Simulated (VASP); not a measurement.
The system is Bi.

```xyz
2
Lattice="2.2251 1.2847 4.1263 -2.2251 1.2847 4.1263 0.0000 -2.5694 4.1263" Properties=species:S:1:pos:R:3 pbc="T T T"
Bi    0.0000    0.0000    2.8167
Bi    0.0000    0.0000    9.5621
```

* Program: VASP 6.6.1
* Task: relaxation of cell and atoms
* Functional: PBE
* Potentials or basis: VASP PAW PBE potentials, release 64 (Bi_d)
* Cutoff: 600 eV
* k mesh: 6 × 6 × 6
* Occupations: gaussian, width 0.05 eV
* Spin: no spin polarisation

At the start: pressure 4.1 GPa; volume 35.39 Å³/atom.

Question: How do energy, volume and symmetry change on relaxing?

Answer: Over 11 steps the energy falls by 49.8 meV/atom and the volume is 36.95 Å³/atom (+4.4 %); space group R-3m (No. 166, to 0.05 Å).

Step by step:
| step | energy change (eV) | largest force (eV/Å) | pressure (GPa) | volume (Å³) |
| --- | --- | --- | --- | --- |
| 1 | 0.0000 | 0.9048 | 4.13 | 70.77 |
| 2 | -0.0489 | 0.2491 | -2.46 | 80.53 |
| 3 | -0.0893 | 0.1602 | -0.33 | 76.29 |
| 4 | -0.0893 | 0.1757 | -0.25 | 76.18 |
| 5 | -0.0927 | 0.1313 | -0.25 | 75.67 |
| 6 | -0.0978 | 0.0205 | 0.13 | 74.17 |
| 7 | -0.0979 | 0.0022 | 0.12 | 73.93 |
| 8 | -0.0992 | 0.0304 | -0.08 | 74.16 |
| 9 | -0.0993 | 0.0411 | -0.15 | 74.22 |
| 10 | -0.0995 | 0.0199 | 0.13 | 73.72 |
| 11 | -0.0996 | 0.0056 | 0.08 | 73.89 |

Final structure:
```
Bi
1.0
     2.28933    1.32175    4.06999
    -2.28933    1.32175    4.06999
     0.00000   -2.64349    4.06999
Bi
2
Direct
  0.23280 0.23280 0.23280
  0.76720 0.76720 0.76720
```
